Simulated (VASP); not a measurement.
# As (Fd-3m) in VASP: notebook, part 2 of 2

VASP 6.6.1. Earlier steps stand in the parts before.

## (3) Relaxation of cell and atoms, LDA

This run uses another cell than the first one, of 27.96 Å³/atom, 1.057 times its volume.

File INCAR:

```
ALGO = Normal
EDIFF = 1E-6
EDIFFG = -0.01
ENCUT = 600
GGA = CA
IBRION = 2
ISIF = 3
ISMEAR = -1
LASPH = T
LCHARG = F
LREAL = F
LWAVE = F
NELM = 60
NSW = 80
PREC = Accurate
SIGMA = 0.1
```

File KPOINTS:

```
k-points
0
Gamma
  12 12 12
```

File POSCAR:

```
As
1.0
    0.0000000000      3.0350000000      3.0350000000
    3.0350000000      0.0000000000      3.0350000000
    3.0350000000      3.0350000000      0.0000000000
As
2
Direct
    0.0000000000      0.0000000000      0.0000000000
    0.2500000000      0.2500000000      0.2500000000
```

Potentials or basis: VASP PAW LDA potentials, release 64 (As).

Command:

```
$ cat potpaw_LDA.64/As/POTCAR > POTCAR
$ mpirun -np 1 vasp_std > vasp.out
```

It took 46 s on 1 thread of Intel Xeon 6975P-C (Granite Rapids), shared host; peak memory 0.2 GiB.

The run converged. Its results:

```
Free energy                            : -10.0015 eV
Relaxed volume                         : 26.55 Å³/atom
Relaxed cell                           : a = 4.219 Å, b = 4.219 Å, c = 4.219 Å, α = 60.00°, β = 60.00°, γ = 60.00°
Space group after relaxing (to 0.05 Å) : Fd-3m (No. 227)
Energy gained by relaxing              : 11.5 meV/atom
Ionic steps                            : 3
Pressure after relaxing                : 0.0 GPa
Band gap on the k mesh                 : zero (band 5 reaches 4.61 eV, above the bottom of band 6 at 2.69 eV)
```

The path:
```tsv
step	energy change (eV)	largest force (eV/Å)	pressure (GPa)	volume (Å³)
1	0.0000	0.0000	-2.51	55.91
2	-0.0216	0.0000	0.71	52.44
3	-0.0230	0.0000	0.01	53.10
```

Final structure:
```cif
data_structure
_symmetry_space_group_name_H-M 'P 1'
_symmetry_Int_Tables_number 1
_cell_length_a 4.2190
_cell_length_b 4.2190
_cell_length_c 4.2190
_cell_angle_alpha 60.000
_cell_angle_beta 60.000
_cell_angle_gamma 60.000
_cell_volume 53.10
loop_
_atom_site_label
_atom_site_type_symbol
_atom_site_fract_x
_atom_site_fract_y
_atom_site_fract_z
_atom_site_occupancy
As1 As 0.00000 0.00000 0.00000 1
As2 As 0.25000 0.25000 0.25000 1
```

Levels at points of the mesh, in eV from the Fermi level:
```csv
k point,band 1,band 2,band 3,band 4,band 5,band 6,band 7,band 8,band 9
"(0.00, 0.00, 0.00)",-14.15,-5.69,-2.19,-2.19,-2.19,0.61,0.61,0.61,4.75
"(0.50, 0.00, 0.00)",-12.68,-9.65,-3.19,-3.19,-2.75,1.88,1.88,5.13,7.05
"(0.50, 0.50, 0.00)",-11.22,-11.22,-4.34,-4.34,-0.76,-0.76,5.37,5.37,7.73
```

## (4) Relaxation of cell and atoms, LDA, target pressure 5 GPa, at which the enthalpy is minimised

This run uses another cell than the first one, of 27.96 Å³/atom, 1.057 times its volume.

File INCAR:

```
SYSTEM = As
PREC = Accurate
ENCUT = 600
EDIFF = 1E-6
ISMEAR = -1
SIGMA = 0.1
LREAL = .FALSE.
LASPH = .TRUE.
NELM = 60
ALGO = Normal
ISIF = 3
LWAVE = .FALSE.
LCHARG = .FALSE.
IBRION = 2
NSW = 80
EDIFFG = -0.01
PSTRESS = 50.0
```

File KPOINTS:

```
Automatic mesh
0
G
  12 12 12
  0 0 0
```

POSCAR is that of step 3.

Potentials or basis: VASP PAW LDA potentials, release 64 (As).

Command:

```
$ cat potpaw_LDA.64/As/POTCAR > POTCAR
$ mpirun -np 1 vasp_std > vasp.out
```

OUTCAR:

```text
SYSTEM = As
   PREC = Accurate
   ENCUT = 600
   EDIFF = 1E-6
   ISMEAR = -1
   LREAL = .FALSE.
   LASPH = .TRUE.
   NELM = 60
   ISIF = 3
   IBRION = 2
   NSW = 80
   EDIFFG = -0.01
   PSTRESS = 50.0

 ion  position               nearest neighbor table
   1  0.000  0.000  0.000-   2 2.63   2 2.63   2 2.63   2 2.63
   2  0.250  0.250  0.250-   1 2.63   1 2.63   1 2.63   1 2.63

  LATTYP: Found a face centered cubic cell.
 ALAT       =     6.0700000000

  Lattice vectors:

 A1 = (   0.0000000000,   3.0350000000,   3.0350000000)
 A2 = (   3.0350000000,   0.0000000000,   3.0350000000)
 A3 = (   3.0350000000,   3.0350000000,   0.0000000000)

Analysis of symmetry for initial positions (statically):
=====================================================================
 Subroutine PRICEL returns:
 Original cell was already a primitive cell.
[... 255 lines left out ...]
  free energy    TOTEN  =        -9.94291882 eV

  energy without entropy =       -9.92084479  energy(sigma->0) =       -9.93188180

 E-fermi :   4.2395     XC(G=0):  -9.4538

 val. band max:        4.1324217294   @ k =   0.4167   0.3333   0.0833
 cond. band min:       4.2921011449   @ k =   0.5000   0.3333   0.1667
 fundamental gap:      0.1596794155
 Fermi energy:         4.2394512999

 k-point     1 :       0.0000    0.0000    0.0000
  band No.  band energies     occupation
      1     -10.5620      2.00000
      2      -1.0148      2.00000
      3       1.8190      2.00000
      4       1.8190      2.00000
      5       1.8190      2.00000
      6       4.7371      0.01370
      7       4.7371      0.01370
      8       4.7371      0.01370
      9       9.0335      0.00000
[... 265 lines left out ...]
 k-point    24 :      -0.4167    0.1667    0.0000
  band No.  band energies     occupation
      1      -8.7045      2.00000
      2      -5.8973      2.00000
      3      -0.7969      2.00000
      4       0.4592      2.00000
      5       3.0770      1.99998
      6       6.0513      0.00000
      7       6.7762      0.00000
      8       8.8538      0.00000
      9      10.8284      0.00000

 [... further k-points ...]
[... 5 lines left out ...]
  --------------------------------------------------------------------------------------
  -------------------------------------------------------------------------------------
  Total        1.5263148      1.5263148      1.5263148      0.0000000     -0.0000000     -0.0000000
  in kB       49.8177379     49.8177379     49.8177379      0.0000000     -0.0000000     -0.0000000
  external PRESSURE =      -0.1822621 kB  Pullay stress =      50.0000000 kB
[... 21 lines left out ...]
  energy  without entropy=       -9.9208447855  energy(sigma->0) =       -9.93188180

  enthalpy is  TOTEN    =        -8.4110199067 eV   P V=        1.5318989137

 reached required accuracy - stopping structural energy minimisation
```

It took 41 s on 1 thread of Intel Xeon 6975P-C (Granite Rapids), shared host; peak memory 0.2 GiB.

What came out:

* Free energy: -9.9429 eV
* Relaxed volume: 24.54 Å³/atom
* Relaxed cell: a = 4.110 Å, b = 4.110 Å, c = 4.110 Å, α = 60.00°, β = 60.00°, γ = 60.00°
* Space group after relaxing (to 0.05 Å): Fd-3m (No. 227)
* Energy change on relaxing (the enthalpy is what falls): +17.8 meV/atom
* Ionic steps: 3
* Pressure after relaxing: 5.0 GPa
* Band gap on the k mesh: zero (band 5 reaches 5.56 eV, above the bottom of band 6 at 3.30 eV)

The path:
```tsv
step	energy change (eV)	largest force (eV/Å)	pressure (GPa)	volume (Å³)
1	0.0000	0.0000	-2.51	55.91
2	0.1832	0.0000	10.41	45.96
3	0.0356	0.0000	4.98	49.09
```

Final structure:
```xyz
2
Lattice="0.0000 2.9061 2.9061 2.9061 0.0000 2.9061 2.9061 2.9061 0.0000" Properties=species:S:1:pos:R:3 pbc="T T T"
As    0.0000    0.0000    0.0000
As    1.4531    1.4531    1.4531
```

Caveat: the cell is relaxed towards a set pressure, so the enthalpy falls and the energy may rise.

## (5) Relaxation of cell and atoms, LDA, target pressure 10 GPa, at which the enthalpy is minimised

This run uses another cell than the first one, of 27.96 Å³/atom, 1.057 times its volume.

File INCAR:

```
ALGO = Normal ; EDIFF = 1E-6
EDIFFG = -0.01 ; ENCUT = 600
IBRION = 2 ; ISIF = 3
ISMEAR = -1 ; LASPH = T
LCHARG = F ; LREAL = F
LWAVE = F ; NELM = 60
NSW = 80 ; PREC = Accurate
PSTRESS = 100.0 ; SIGMA = 0.1
```

File KPOINTS:

```
k-points
0
Gamma
  12 12 12
```

POSCAR is that of step 4.

Command:

```
$ cat potpaw_LDA.64/As/POTCAR > POTCAR
$ mpirun -np 1 vasp_std > vasp.out
```

It took 53 s on 1 thread of Intel Xeon 6975P-C (Granite Rapids), shared host; peak memory 0.2 GiB.

It converged, with:

| Quantity | Value |
| --- | --- |
| Free energy | -9.8062 eV |
| Relaxed volume | 23.07 Å³/atom |
| Relaxed cell | a = 4.026 Å, b = 4.026 Å, c = 4.026 Å, α = 60.00°, β = 60.00°, γ = 60.00° |
| Space group after relaxing (to 0.05 Å) | Fd-3m (No. 227) |
| Energy change on relaxing (the enthalpy is what falls) | +86.1 meV/atom |
| Ionic steps | 4 |
| Pressure after relaxing | 10.1 GPa |
| Band gap on the k mesh | zero (band 5 reaches 6.35 eV, above the bottom of band 6 at 3.80 eV) |

The path:
```
step  energy change (eV)  largest force (eV/Å)  pressure (GPa)  volume (Å³)
   1              0.0000                0.0000           -2.51        55.91
   2              0.8351                0.0000           26.41        40.04
   3              0.1612                0.0000            9.72        46.31
   4              0.1723                0.0000           10.07        46.13
```

Final structure:
```xyz
2
Lattice="0.0000 2.8466 2.8466 2.8466 0.0000 2.8466 2.8466 2.8466 0.0000" Properties=species:S:1:pos:R:3 pbc="T T T"
As    0.0000    0.0000    0.0000
As    1.4233    1.4233    1.4233
```

Levels at points of the mesh, in eV from the Fermi level:
```csv
k point,band 2,band 3,band 4,band 5,band 6,band 7,band 8,band 9
"(0.00, 0.00, 0.00)",-4.89,-2.61,-2.61,-2.61,0.39,0.39,0.39,4.82
"(0.50, 0.00, 0.00)",-10.28,-3.78,-3.78,-2.84,1.75,1.75,5.65,7.57
"(0.50, 0.50, 0.00)",-11.93,-5.13,-5.13,-1.11,-1.11,6.14,6.14,8.49
```

Caveat: the cell is relaxed towards a set pressure, so the enthalpy falls and the energy may rise; the volume moved by over 15 % at a fixed basis, so the end points are rough.

## (6) Relaxation of cell and atoms, LDA, target pressure 20 GPa, at which the enthalpy is minimised

This run uses another cell than the first one, of 27.96 Å³/atom, 1.057 times its volume.

File INCAR:

```
  PREC = Accurate
  ENCUT = 600
  EDIFF = 1E-6
  ISMEAR = -1
  SIGMA = 0.1
  LREAL = F
  LASPH = T
  NELM = 60
  ALGO = Normal
  ISIF = 3
  LWAVE = F
  LCHARG = F
  GGA = CA
  IBRION = 2
  NSW = 80
  EDIFFG = -0.01
  PSTRESS = 200.0
```

File KPOINTS:

```
Automatic mesh
0
Gamma
  12 12 12
```

POSCAR is that of step 5.

Potentials or basis: VASP PAW LDA potentials, release 64 (As).

Command:

```
$ cat potpaw_LDA.64/As/POTCAR > POTCAR
$ mpirun -np 1 vasp_std > vasp.out
```

Run time: 62 s. Hardware: 1 thread of Intel Xeon 6975P-C (Granite Rapids), shared host; peak memory 0.2 GiB.

It converged, with:

```
Free energy                                            : -9.4277 eV
Relaxed volume                                         : 21.00 Å³/atom
Relaxed cell                                           : a = 3.902 Å, b = 3.902 Å, c = 3.902 Å, α = 60.00°, β = 60.00°, γ = 60.00°
Space group after relaxing (to 0.05 Å)                 : Fd-3m (No. 227)
Energy change on relaxing (the enthalpy is what falls) : +275.4 meV/atom
Ionic steps                                            : 5
Pressure after relaxing                                : 20.0 GPa
Band gap on the k mesh                                 : zero (band 5 reaches 7.62 eV, above the bottom of band 6 at 4.60 eV)
```

The path:
| step | energy change (eV) | largest force (eV/Å) | pressure (GPa) | volume (Å³) |
| --- | --- | --- | --- | --- |
| 1 | 0.0000 | 0.0000 | -2.51 | 55.91 |
| 2 | 4.3233 | 0.0000 | 96.29 | 29.77 |
| 3 | 0.4400 | 0.0000 | 17.35 | 42.96 |
| 4 | 0.5204 | 0.0000 | 19.30 | 42.26 |
| 5 | 0.5508 | 0.0000 | 20.02 | 42.01 |

Final structure:
```
CELL_PARAMETERS angstrom
0.00000 2.75914 2.75914
2.75914 0.00000 2.75914
2.75914 2.75914 0.00000
ATOMIC_POSITIONS crystal
As 0.00000 0.00000 0.00000
As 0.25000 0.25000 0.25000
```

Levels at points of the mesh, in eV from the Fermi level:
| k point | band 2 | band 3 | band 4 | band 5 | band 6 | band 7 | band 8 | band 9 |
| --- | --- | --- | --- | --- | --- | --- | --- | --- |
| (0.00, 0.00, 0.00) | -4.25 | -2.89 | -2.89 | -2.89 | 0.24 | 0.24 | 0.24 | 4.88 |
| (0.50, 0.00, 0.00) | -10.80 | -4.18 | -4.18 | -2.84 | 1.64 | 1.64 | 5.77 | 8.25 |
| (0.50, 0.50, 0.00) | -12.47 | -5.69 | -5.69 | -1.38 | -1.38 | 6.71 | 6.71 | 9.12 |

Caveat: the cell is relaxed towards a set pressure, so the enthalpy falls and the energy may rise; the volume moved by over 15 % at a fixed basis, so the end points are rough.

## (7) Summary

| task | cell | cutoff (eV) | gap on the mesh (eV) | pressure (GPa) |
| --- | --- | --- | --- | --- |
| single point | a = 4.214 Å, angles 60.0°, 2 atoms | 520 | none | 0.2 |
| relaxation of cell and atoms | relaxed from a = 4.292 Å, angles 60.0°, 2 atoms | 600 | none | 0.0 |
| relaxation of cell and atoms | relaxed to 5 GPa from a = 4.292 Å, angles 60.0°, 2 atoms | 600 | none | 5.0 |
| relaxation of cell and atoms | relaxed to 10 GPa from a = 4.292 Å, angles 60.0°, 2 atoms | 600 | none | 10.1 |
| relaxation of cell and atoms | relaxed to 20 GPa from a = 4.292 Å, angles 60.0°, 2 atoms | 600 | none | 20.0 |

Alike in all rows: level LDA; potentials or basis VASP PAW LDA potentials, release 64 (As); no spin polarisation; k mesh 12 × 12 × 12; smearing fermi-dirac 0.1 eV.

Caveats: the cell is relaxed towards a set pressure, so the enthalpy falls and the energy may rise (some runs); the volume moved by over 15 % at a fixed basis, so the end points are rough (some runs).

Absolute energies hang on the potentials; compare differences alone.
